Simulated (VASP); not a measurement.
Input of a VASP 6.6.1 run:

INCAR

```
PREC = Accurate ; ENCUT = 600
EDIFF = 1E-6 ; ISMEAR = -1
SIGMA = 0.02 ; LREAL = F
LASPH = T ; NELM = 100
ALGO = Normal ; ISIF = 3
LWAVE = F ; LCHARG = F
GGA = PS ; IBRION = 2
NSW = 80 ; EDIFFG = -0.005
```

KPOINTS

```
Automatic mesh
0
Gamma
  12 12 4
```

File POSCAR:

```
CuF
1.0
    3.2965367194      0.0000000000      0.0000000000
   -1.6482683597      2.8548845435      0.0000000000
    0.0000000000      0.0000000000      5.2008554323
Cu F
2 2
Direct
    0.0000000000      0.0000000000      0.0000000000
    0.0000000000      0.0000000000      0.5000000000
    0.3333333333      0.6666666667      0.2500000000
    0.6666666667      0.3333333333      0.7500000000
```

Potentials or basis: VASP PAW PBE potentials, release 64 (Cu, F).

The run is started by

```bash
$ cat potpaw_PBE.64/Cu/POTCAR potpaw_PBE.64/F/POTCAR > POTCAR
$ mpirun -np 1 vasp_std > vasp.out
```

**Question.** Predict the relaxed cell.

**Answer.** a = 3.196 Å, b = 3.196 Å, c = 5.141 Å, α = 90.00°, β = 90.00°, γ = 120.00°.

**Question.** What does it give for the relaxed volume?

**Answer.** 11.37 Å³/atom.

Final structure:
```cif
data_structure
_symmetry_space_group_name_H-M 'P 1'
_symmetry_Int_Tables_number 1
_cell_length_a 3.1958
_cell_length_b 3.1958
_cell_length_c 5.1405
_cell_angle_alpha 90.000
_cell_angle_beta 90.000
_cell_angle_gamma 120.000
_cell_volume 45.47
loop_
_atom_site_label
_atom_site_type_symbol
_atom_site_fract_x
_atom_site_fract_y
_atom_site_fract_z
_atom_site_occupancy
Cu1 Cu 0.00000 0.00000 0.00000 1
Cu2 Cu 0.00000 0.00000 0.50000 1
F1 F 0.33333 0.66667 0.25000 1
F2 F 0.66667 0.33333 0.75000 1
```

Caveat: the PAW data sets were made with another functional, which shifts forces and pressure a little.
